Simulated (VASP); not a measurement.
Set up this calculation in VASP 6.6.1, as the native input.

| Property | Result |
| --- | --- |
| Task | single point |
| Functional | LDA |
| Potentials or basis | VASP PAW LDA potentials, release 64 (Si, C) |
| Cutoff | 520 eV |
| k mesh | 8 × 8 × 8 |
| Occupations | gaussian, width 0.01 eV |
| Spin | no spin polarisation |
| Dipole correction | no |
| Further INCAR settings | ALGO = Normal; EDIFF = 1e-06; NBANDS = 11 |

The structure of SiC lies in POSCAR:

```
SiC
1.0
    0.0000000000      2.1644853731      2.1644853731
    2.1644853731      0.0000000000      2.1644853731
    2.1644853731      2.1644853731      0.0000000000
Si C
1 1
Direct
    0.0000000000      0.0000000000      0.0000000000
    0.7500000000      0.7500000000      0.7500000000
```

One way to write it, as run:

INCAR

```
SYSTEM = SiC
PREC = Accurate
ENCUT = 520
EDIFF = 1E-6
ISMEAR = 0
SIGMA = 0.01
LREAL = .False.
LASPH = .True.
NELM = 80
ALGO = Normal
ISIF = 2
LWAVE = .False.
LCHARG = .True.
LELF = .True.
LVHAR = .True.
NBANDS = 11
```

KPOINTS

```
Automatic mesh
0
Gamma
  8 8 8
  0 0 0
```

Potentials or basis: VASP PAW LDA potentials, release 64 (Si, C).

Launch:

```bash
$ cat potpaw_LDA.64/Si/POTCAR potpaw_LDA.64/C/POTCAR > POTCAR
$ mpirun -np 1 vasp_std > vasp.out
```

It gave:

```
Pressure               : 0.4 GPa
Band gap on the k mesh : 1.29 eV, indirect (least direct gap 4.52 eV)
```

It took 4.2 s on 1 thread of Intel(R) Xeon(R) Platinum 8259CL CPU @ 2.50GHz (Skylake/Cascade Lake), on a shared host, peak memory 0.12 GiB.
